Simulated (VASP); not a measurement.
Write the native input for VASP 6.6.1 that does the following.

```
Task                   : single point
Functional             : PBEsol
Potentials or basis    : VASP PAW PBE potentials, release 64 (Ni, Al)
Cutoff                 : 520 eV
k mesh                 : 4 × 5 × 5
Occupations            : gaussian, width 0.1 eV
Spin                   : no spin polarisation
Dipole correction      : no
Further INCAR settings : LREAL = Auto; ALGO = Fast; EDIFF = 1e-06; NBANDS = 80; ISYM = 0
```

The structure of AlNi3 lies in POSCAR:

```
AlNi3
1.0
   -3.5622120000      3.5315990000      3.5320070000
    3.5622140000     -3.5033680000      3.5037780000
    3.5622170000      3.5033740000     -3.5037760000
Ni Al
12 4
Direct
    0.5014232767      0.0076140366      0.4953370975
    0.5014200608      0.5076087281      0.9953305707
    0.5014168033      0.2520201381      0.2509232972
    0.0014191340      0.7473957879      0.2668623656
    0.0014176350      0.2360775908      0.7555504863
    0.5014194112      0.7520186333      0.7509178084
    0.7563223694      0.5059971081      0.7518460135
    0.2454421304      0.5037596012      0.2432052369
    0.7392061821      0.9963156536      0.2444139215
    0.2636539033      0.2585288507      0.5066432940
    0.2465543741      0.7511100905      0.9969688778
    0.7573748053      0.2597361996      0.9991634093
    0.0014232103      0.4731542458      0.4974481755
    0.0014223251      0.0055005317      0.0297859840
    0.2825150424      0.0224233696      0.7616151321
    0.7202991528      0.7413238022      0.4804900207
```

One way to write it, as run:

INCAR

```
PREC = Accurate ; ENCUT = 520
EDIFF = 1E-6 ; ISMEAR = 0
SIGMA = 0.1 ; LREAL = Auto
LASPH = T ; NELM = 60
ALGO = Fast ; ISIF = 2
LWAVE = F ; LCHARG = F
GGA = PS ; ISYM = 0
NBANDS = 80
```

KPOINTS

```
Automatic mesh
0
Gamma
  4 5 5
```

Potentials or basis: VASP PAW PBE potentials, release 64 (Ni, Al).

Command:

```bash
$ cat potpaw_PBE.64/Ni/POTCAR potpaw_PBE.64/Al/POTCAR > POTCAR
$ mpirun -np 1 vasp_std > vasp.out
```

It gave:

- Pressure: 0.1 GPa
- Largest force: 0.046 eV/Å
- Band gap on the k mesh: zero (bands 66 and 67 overlap by 0.83 eV)

Caveat: the PAW data sets were made with another functional, which shifts forces and pressure a little.

It took 37 min on 1 thread of Oxide Virtual Turin-like Processor (shared host), peak memory 0.58 GiB.
